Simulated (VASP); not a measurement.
# Sb (Fm-3m) in VASP: relaxation of cell and atoms with PBE

Aim: the relaxation of cell and atoms of Sb with PBE.

All numbers are computed with VASP 6.6.1; they aren't measurements. Logs are shortened: lines on timing, memory, paths and dates and some standing lists are left out, and cuts for length are marked.

## Step 1: The cell of the first run

The structure is cubic, space group Fm-3m (No. 225). The conventional cell has a = 4.796 Å, b = 4.796 Å, c = 4.796 Å, α = 90.00°, β = 90.00°, γ = 90.00°. Within 4.5 Å of Sb (site symmetry m-3m) lie 12 Sb at 3.39 Å.

This isn't the form of Sb at room conditions, which is rhombohedral.

## Step 2: Relaxation of cell and atoms, PBE, non-collinear spin, zero start, spin-orbit coupling

File INCAR:

```
ALGO     = Normal         # electronic algorithm
EDIFF    = 1E-6           # SCF threshold, eV
EDIFFG   = -0.005         # ionic threshold
ENCUT    = 600            # plane-wave cutoff, eV
GGA      = PE             # functional
GGA_COMPAT= False        
IBRION   = 2              # ionic algorithm
ISIF     = 3              # what is computed and relaxed
ISMEAR   = -1             # smearing method
LASPH    = True           # aspherical terms in the spheres
LCHARG   = False          # write CHGCAR
LNONCOLLINEAR= True           # non-collinear magnetism
LORBIT   = 11             # projections on sites
LORBMOM  = True         
LREAL    = False          # projectors in reciprocal space
LSORBIT  = True           # spin-orbit coupling
LWAVE    = False          # write WAVECAR
MAGMOM   = 0 0 0          # initial moments
NELM     = 150            # most SCF steps
NSW      = 45             # ionic steps
PREC     = Accurate       # precision mode
SIGMA    = 0.05           # smearing width, eV
```

File KPOINTS:

```
k-points
0
Gamma
  15 15 15
```

File POSCAR:

```
Sb
1.0
    0.0000000000      2.3981479053      2.3981479053
    2.3981479053      0.0000000000      2.3981479053
    2.3981479053      2.3981479053      0.0000000000
Sb
1
Direct
    0.0000000000      0.0000000000      0.0000000000
```

Potentials or basis: VASP PAW PBE potentials, release 64 (Sb).

Launch:

```bash
$ cat potpaw_PBE.64/Sb/POTCAR > POTCAR
$ mpirun -np 1 vasp_ncl > vasp.out
```

OUTCAR:

```text
EDIFF = 1E-6
   EDIFFG = -0.005
   ENCUT = 600
   GGA = PE
   IBRION = 2
   ISIF = 3
   ISMEAR = -1
   LASPH = True
   LNONCOLLINEAR = True
   LORBIT = 11
   LREAL = False
   LSORBIT = True
   NELM = 150
   NSW = 45
   PREC = Accurate

 ion  position               nearest neighbor table
   1  0.000  0.000  0.000-

  LATTYP: Found a face centered cubic cell.
 ALAT       =     4.7962958106

  Lattice vectors:

 A1 = (   0.0000000000,   2.3981479053,   2.3981479053)
 A2 = (   2.3981479053,   0.0000000000,   2.3981479053)
 A3 = (   2.3981479053,   2.3981479053,   0.0000000000)

Analysis of symmetry for initial positions (statically):
=====================================================================
 Subroutine PRICEL returns:
 Original cell was already a primitive cell.

 Routine SETGRP: Setting up the symmetry group for a
 face centered cubic supercell.

 Subroutine GETGRP returns: Found 48 space group operations
 (whereof 48 operations were pure point group operations)
 out of a pool of 48 trial point group operations.

The static configuration has the point symmetry O_h .

Analysis of symmetry for dynamics (positions and initial velocities):
=====================================================================
 Subroutine PRICEL returns:
 Original cell was already a primitive cell.

 Routine SETGRP: Setting up the symmetry group for a
 face centered cubic supercell.

 Subroutine GETGRP returns: Found 48 space group operations
 (whereof 48 operations were pure point group operations)
 out of a pool of 48 trial point group operations.

The dynamic configuration has the point symmetry O_h .

Analysis of structural, dynamic, and magnetic symmetry:
=====================================================================
 Subroutine PRICEL returns:
 Original cell was already a primitive cell.

 Routine SETGRP: Setting up the symmetry group for a
 face centered cubic supercell.

 Subroutine GETGRP returns: Found 48 space group operations
 (whereof 48 operations were pure point group operations)
 out of a pool of 48 trial point group operations.

The overall configuration has the point symmetry O_h .

 Subroutine INISYM returns: Found 48 space group operations
 (whereof 48 operations are pure point group operations),
 and found     1 'primitive' translations

----------------------------------------------------------------------------------------

                                     Primitive cell

  volume of cell :      27.5840

  direct lattice vectors                    reciprocal lattice vectors
     0.000000000  2.398147905  2.398147905    -0.208494230  0.208494230  0.208494230
     2.398147905  0.000000000  2.398147905     0.208494230 -0.208494230  0.208494230
     2.398147905  2.398147905  0.000000000     0.208494230  0.208494230 -0.208494230

  length of vectors
     3.391493292  3.391493292  3.391493292     0.361122599  0.361122599  0.361122599

  position of ions in fractional coordinates (direct lattice)
     0.000000000  0.000000000  0.000000000

  ion indices of the primitive-cell ions
   primitive index   ion index
                 1           1

----------------------------------------------------------------------------------------

 KPOINTS: k-points

Automatic generation of k-mesh.
 Grid dimensions read from file:
 generate k-points for:   15   15   15

 Generating k-lattice:

  Cartesian coordinates                     Fractional coordinates (reciprocal lattice)
    -0.013899615  0.013899615  0.013899615     0.066666667  0.000000000  0.000000000
     0.013899615 -0.013899615  0.013899615     0.000000000  0.066666667  0.000000000
     0.013899615  0.013899615 -0.013899615     0.000000000  0.000000000  0.066666667

  Length of vectors
     0.024074840  0.024074840  0.024074840

  Shift w.r.t. Gamma in fractional coordinates (k-lattice)
     0.000000000  0.000000000  0.000000000

 Subroutine IBZKPT returns following result:
 ===========================================

 Found    120 irreducible k-points:

 Following reciprocal coordinates:
            Coordinates               Weight
  0.000000  0.000000  0.000000      1.000000
  0.066667  0.000000  0.000000      8.000000
  0.133333  0.000000  0.000000      8.000000
  0.200000  0.000000  0.000000      8.000000
  0.266667  0.000000  0.000000      8.000000
  0.333333  0.000000  0.000000      8.000000
[... 16 lines left out ...]
  0.133333  0.133333  0.000000      6.000000
  0.200000  0.133333  0.000000     24.000000
 [... further k-points ...]
[... 17 lines left out ...]
   NELM   =    150;   NELMIN=  2; NELMDL= -5     # of ELM steps
   EDIFF  = 0.1E-05   stopping-criterion for ELM
   LREAL  =      F    real-space projection
   EDIFFG = -.5E-02   stopping-criterion for IOM
   NSW    =     45    number of steps for IOM
   IBRION =      2    ionic relax: 0-MD 1-quasi-New 2-CG
   NFREE  =      1    steps in history (QN), initial steepest desc. (CG)
   ISIF   =      3    stress and relaxation
   ISYM   =      2    0-nonsym 1-usesym 2-fastsym
   POTIM  = 0.5000    time-step for ionic-motion
   TEBEG  =    0.0;   TEEND  =   0.0 temperature during run
   PSTRESS=    0.0 pullay stress
   NELECT =       5.0000    total number of electrons
   NUPDOWN=      -1.0000    fix difference up-down
   EMIN   =  10.00;   EMAX   =-10.00  energy-range for DOS
   EFERMI =   0.00;   METHOD = LEGACY
   ISMEAR =    -1;   SIGMA  =   0.05  broadening in eV -4-tet -1-fermi 0-gaus
   EFERMI_NEDOS =   21; number of points for ismear=-14 and -15
   IALGO  =     38    algorithm
   IMIX   =      4    mixing-type and parameters
     AMIX     =   0.40;   BMIX     =  1.00
     AMIX_MAG =   1.60;   BMIX_MAG =  1.00
  volume/ion in A,a.u.               =      27.58       186.15
  Fermi-wavevector in a.u.,A,eV,Ry     =   0.926500  1.750832 11.679278  0.858403
  Thomas-Fermi vector in A             =   2.052469
   LORBIT       =     11    0 simple, 1 ext, 2 COOP (PROOUT), +10 PAW based schemes
   GGA     = PE    functional components
   LHFCALC =     F    Hartree Fock is set to
   AEXX    =    0.0000 exact exchange contribution
   IVDW    =     0    specifies the selected vdW correction
   LEPSILON=     F    determine dielectric tensor
   LRPA    =     F    only Hartree local field effects (RPA)
 conjugate gradient relaxation of ions
  energy-cutoff  :      600.00
  volume of cell :       27.58
 maximum number of plane-waves:      1882
   NGX = 13   NGY = 13   NGZ = 13

--------------------------------------- Ionic step        1  -------------------------------------------

 number of electron       5.0000000 magnetization       0.0000000      0.0000000      0.0000000

 number of electron       5.0000000 magnetization      -0.0000000     -0.0000000      0.0000000

 number of electron       5.0000000 magnetization       0.0000000      0.0000000     -0.0000000

 Free energy of the ion-electron system (eV)
  ---------------------------------------------------
  ext. energy  EPLUGINS =         0.00000000
  ---------------------------------------------------
  free energy    TOTEN  =        -3.90235977 eV

  energy without entropy =       -3.89795320  energy(sigma->0) =       -3.90015648

------------------------ aborting loop because EDIFF is reached ----------------------------------------

  FORCE on cell =-STRESS in cart. coord.  units (eV):
  Direction    XX          YY          ZZ          XY          YZ          ZX
  --------------------------------------------------------------------------------------
  -------------------------------------------------------------------------------------
  Total       -0.0236846     -0.0236846     -0.0236846     -0.0000000     -0.0000000      0.0000000
  in kB       -1.3756826     -1.3756826     -1.3756826     -0.0000000     -0.0000000      0.0000000
  external PRESSURE =      -1.3756826 kB  Pullay stress =       0.0000000 kB
[... 61 lines left out ...]
 number of electron       5.0000000 magnetization      -0.0000000     -0.0000000      0.0000000

 number of electron       5.0000000 magnetization       0.0000000      0.0000000     -0.0000000

 Free energy of the ion-electron system (eV)
  ---------------------------------------------------
  ext. energy  EPLUGINS =         0.00000000
  ---------------------------------------------------
  free energy    TOTEN  =        -3.90238785 eV

  energy without entropy =       -3.89798724  energy(sigma->0) =       -3.90018754

 E-fermi :   8.2645     XC(G=0): -10.1349

 val. band max:        8.2275150277   @ k =  -0.2000   0.0667   0.0000
 cond. band min:       8.2882852134   @ k =  -0.2000   0.2000   0.0000
 fundamental gap:      0.0607701856
 Fermi energy:         8.2644750608

 k-point     1 :       0.0000    0.0000    0.0000
  band No.  band energies     occupation
      1      -4.5064      1.00000
      2      -4.5064      1.00000
      3      12.6022      0.00000
      4      12.6022      0.00000
      5      13.7985      0.00000
      6      13.7985      0.00000
      7      13.7985      0.00000
      8      13.7985      0.00000
      9      18.0414      0.00000
     10      18.0414      0.00000
     11      18.0414      0.00000
     12      18.0414      0.00000
[... 331 lines left out ...]
 k-point    24 :       0.2000    0.1333    0.0000
  band No.  band energies     occupation
      1      -3.7351      1.00000
      2      -3.7351      1.00000
      3      10.0703      0.00000
      4      10.0703      0.00000
      5      11.4511      0.00000
      6      11.4511      0.00000
      7      12.0765      0.00000
      8      12.0765      0.00000
      9      15.6237      0.00000
     10      15.6237      0.00000
     11      17.3067      0.00000
     12      17.3067      0.00000

 [... further k-points ...]

------------------------ aborting loop because EDIFF is reached ----------------------------------------

  FORCE on cell =-STRESS in cart. coord.  units (eV):
  Direction    XX          YY          ZZ          XY          YZ          ZX
  --------------------------------------------------------------------------------------
  -------------------------------------------------------------------------------------
  Total        0.0002699      0.0002699      0.0002699     -0.0000000      0.0000000      0.0000000
  in kB        0.0157149      0.0157149      0.0157149     -0.0000000      0.0000000      0.0000000
  external PRESSURE =       0.0157149 kB  Pullay stress =       0.0000000 kB
[... 16 lines left out ...]
  FREE ENERGIE OF THE ION-ELECTRON SYSTEM (eV)
  ---------------------------------------------------
  free  energy   TOTEN  =        -3.9023878461 eV

  energy  without entropy=       -3.8979872437  energy(sigma->0) =       -3.90018754

 reached required accuracy - stopping structural energy minimisation

 orbital moment (x)

 # of ion     p       d       tot
 ----------------------------------------
  1         0.000  -0.000  -0.000
 ----------------------------------------
            0.000  -0.000  -0.000

 orbital moment (y)

 # of ion     p       d       tot
 ----------------------------------------
  1        -0.000   0.000  -0.000
 ----------------------------------------
           -0.000   0.000  -0.000

 orbital moment (z)

 # of ion     p       d       tot
 ----------------------------------------
  1         0.000   0.000   0.000
 ----------------------------------------
            0.000   0.000   0.000

 Spin-Orbit-Coupling matrix elements

 Ion:    1  E_soc:     -0.1504116
 l=   1
     0.0000000    -0.0248413    -0.0248413
    -0.0248413     0.0000000    -0.0248413
    -0.0248413    -0.0248413     0.0000000
 l=   2
     0.0000000    -0.0000617     0.0000000    -0.0000617    -0.0001657
    -0.0000617     0.0000000    -0.0001242    -0.0000617    -0.0000414
     0.0000000    -0.0001242     0.0000000    -0.0001242     0.0000000
    -0.0000617    -0.0000617    -0.0001242     0.0000000    -0.0000414
    -0.0001657    -0.0000414     0.0000000    -0.0000414     0.0000000
 l=   3
     0.0000000     0.0000000     0.0000000     0.0000000     0.0000000     0.0000000     0.0000000
     0.0000000     0.0000000     0.0000000     0.0000000     0.0000000     0.0000000     0.0000000
     0.0000000     0.0000000     0.0000000     0.0000000     0.0000000     0.0000000     0.0000000
     0.0000000     0.0000000     0.0000000     0.0000000     0.0000000     0.0000000     0.0000000
     0.0000000     0.0000000     0.0000000     0.0000000     0.0000000     0.0000000     0.0000000
     0.0000000     0.0000000     0.0000000     0.0000000     0.0000000     0.0000000     0.0000000
     0.0000000     0.0000000     0.0000000     0.0000000     0.0000000     0.0000000     0.0000000

 total charge

# of ion       s       p       d       tot
------------------------------------------
    1        1.258   1.029   0.038   2.325

 magnetization (x)

# of ion       s       p       d       tot
------------------------------------------
    1       -0.000   0.000  -0.000  -0.000

 magnetization (y)

# of ion       s       p       d       tot
------------------------------------------
    1        0.000  -0.000   0.000  -0.000

 magnetization (z)

# of ion       s       p       d       tot
------------------------------------------
    1        0.000   0.000  -0.000  -0.000
```

Wall time 76 s (1 thread of AMD EPYC 9R45 (Zen 5), shared host); peak memory 0.26 GiB.

What came out:

| Item | Value |
| --- | --- |
| Free energy | -3.9024 eV |
| Relaxed volume | 27.52 Å³/atom |
| Relaxed cell | a = 3.389 Å, b = 3.389 Å, c = 3.389 Å, α = 60.00°, β = 60.00°, γ = 60.00° |
| Space group after relaxing (to 0.1 Å) | Fm-3m (No. 225) |
| Energy gained by relaxing | 0.0 meV/atom |
| Ionic steps | 3 |
| Pressure after relaxing | 0.0 GPa |
| Net moment | 0.00 μB per cell |
| Valence electrons inside the program's atomic spheres | Sb 2.33 |

Final structure:
```cif
data_structure
_symmetry_space_group_name_H-M 'P 1'
_symmetry_Int_Tables_number 1
_cell_length_a 3.3889
_cell_length_b 3.3889
_cell_length_c 3.3889
_cell_angle_alpha 60.000
_cell_angle_beta 60.000
_cell_angle_gamma 60.000
_cell_volume 27.52
loop_
_atom_site_label
_atom_site_type_symbol
_atom_site_fract_x
_atom_site_fract_y
_atom_site_fract_z
_atom_site_occupancy
Sb1 Sb 0.00000 0.00000 0.00000 1
```

Moments on the atoms (μB; x, y, z):
```
Sb  0.00 0.00 0.00
```
